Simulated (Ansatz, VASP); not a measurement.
Given: the input of a run of Ansatz 0.2.0 on RbBr.

The input input.yaml:

```yaml
crystal:
  lattice:
    - [0.0, 3.427, 3.427]
    - [3.427, 0.0, 3.427]
    - [3.427, 3.427, 0.0]
  atoms:
    - { symbol: Rb, position: [0.0, 0.0, 0.0] }
    - { symbol: Br, position: [0.5, 0.5, 0.5] }
kpoints:
  mp_grid: { grid: [4, 4, 4] }
scf:
  occupations: { method: fermi_dirac, width: 0.05 }
hamiltonian:
  xc: { preset: hse06, exx: { coeff: 0.25, omega: 0.15 } }
  pseudopotentials: { kind: all_electron, datasets: crystal }
output:
  forces: true
  stress: true
```

Potentials or basis: all-electron PAW datasets made for the crystal.

Run with:

```console
$ ansatz run input.yaml --threads 1 --pin off --max-ram 3072MiB --backend cpu --events-out ev --progress --plain --runs-dir out
```

Problem. Translate it to VASP 6.6.1. Potentials there: VASP PAW PBE potentials, release 64 (Rb_sv, Br).

Solution. As run (the cutoff follows the program's own potentials):

POSCAR

```
RbBr
1.0
    0.0000000000      3.4270000000      3.4270000000
    3.4270000000      0.0000000000      3.4270000000
    3.4270000000      3.4270000000      0.0000000000
Rb Br
1 1
Direct
    0.0000000000      0.0000000000      0.0000000000
    0.5000000000      0.5000000000      0.5000000000
```

Contents of INCAR.step1:

```
ALGO = Normal
EDIFF = 1E-5
ENCUT = 520
GGA = PE
ISIF = 2
ISMEAR = -1
LASPH = True
LCHARG = False
LREAL = False
LWAVE = True
NBANDS = 15
NELM = 60
PREC = Accurate
SIGMA = 0.05
```

File INCAR.step2:

```
AEXX = 0.25
ALGO = Normal
EDIFF = 1E-6
ENCUT = 520
GGA = PE
HFSCREEN = 0.15
ISIF = 2
ISMEAR = -1
ISTART = 1
LASPH = True
LCHARG = False
LHFCALC = True
LREAL = False
LWAVE = False
NBANDS = 15
NELM = 60
PREC = Accurate
PRECFOCK = Normal
SIGMA = 0.05
```

Contents of KPOINTS:

```
k-points
0
Gamma
  4 4 4
```

Potentials or basis: VASP PAW PBE potentials, release 64 (Rb_sv, Br).

Command:

```bash
$ cat potpaw_PBE.64/Rb_sv/POTCAR potpaw_PBE.64/Br/POTCAR > POTCAR
$ cp INCAR.step1 INCAR
$ mpirun -np 1 vasp_std > vasp.out
$ cp INCAR.step2 INCAR
$ mpirun -np 1 vasp_std > vasp.out
```

Both were run:

|  | VASP | Ansatz | Ansatz less VASP |
| --- | --- | --- | --- |
| gap on the k mesh at the Fermi level (eV) | 5.70 | 5.70 | +0.002 |
| least direct gap on the mesh (eV) | 5.70 | 5.70 | +0.002 |
| pressure (GPa) | 0.8 | 0.8 | -0.01 |

VASP's potentials were made for PBE, not for PBE-based screened hybrid. Ansatz ran all-electron here, and VASP with PAW potentials.
